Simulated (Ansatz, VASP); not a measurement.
One calculation of Be6Tl, two programs

File INCAR:

```
SYSTEM = Be6Tl
PREC = Accurate ; ENCUT = 520
EDIFF = 1E-6 ; ISMEAR = 0
SIGMA = 0.2 ; LREAL = .FALSE.
LASPH = .TRUE. ; NELM = 60
ALGO = Normal ; ISIF = 2
LWAVE = .FALSE. ; LCHARG = .FALSE.
GGA = PE ; NBANDS = 22
```

KPOINTS

```
Automatic mesh
0
G
  6 6 6
  0 0 0
```

Contents of POSCAR:

```
Be6Tl
1.0
    4.7360833895      0.0000000000      0.0000000000
    0.0000000000      4.7360833895      0.0000000000
    0.0000000000      0.0000000000      4.7360833895
Be Tl
6 1
Direct
    0.0000000000      0.5000000000      0.5000000000
    0.5000000000      0.0000000000      0.5000000000
    0.5000000000      0.5000000000      1.0000000000
    0.5000000000      0.0000000000      1.0000000000
    0.0000000000      0.5000000000      1.0000000000
    0.0000000000      1.0000000000      0.5000000000
    0.0000000000      0.0000000000      1.0000000000
```

Input for Ansatz:

```yaml
crystal:
  lattice:
    - [4.7360833895, 0.0, 0.0]
    - [0.0, 4.7360833895, 0.0]
    - [0.0, 0.0, 4.7360833895]
  atoms:
    - { symbol: Be, position: [0.0, 0.5, 0.5] }
    - { symbol: Be, position: [0.5, 0.0, 0.5] }
    - { symbol: Be, position: [0.5, 0.5, 1.0] }
    - { symbol: Be, position: [0.5, 0.0, 1.0] }
    - { symbol: Be, position: [0.0, 0.5, 1.0] }
    - { symbol: Be, position: [0.0, 1.0, 0.5] }
    - { symbol: Tl, position: [0.0, 0.0, 1.0] }
basis:
  ecutwfc: 420
kpoints:
  mp_grid: { grid: [6, 6, 6] }
hamiltonian:
  xc: pbe
scf:
  occupations: { method: gaussian, width: 0.2 }
  lower_state_search: "off"
output:
  forces: true
  stress: true
  eigenvalues: true
```

Alike in both runs: task single point; functional PBE; k mesh 6 × 6 × 6; occupations gaussian, width 0.2 eV; no spin polarisation.

|  | VASP | Ansatz |
| --- | --- | --- |
| version | VASP 6.6.1 | Ansatz 0.2.0 |
| potentials or method | VASP PAW PBE potentials, release 64 (Be, Tl_d), cutoff 520 eV | scalar-relativistic, plane waves, PAW |
| valence electrons in the cell | 25 | 25 |

```tsv
	VASP	Ansatz	Ansatz less VASP
gap on the k mesh at the Fermi level (eV)	none	none	-
pressure (GPa)	-0.1	-0.1	0.00
```

A gap of «none» marks a metal or a gap that the smearing closes.

Spin-orbit coupling is off throughout.
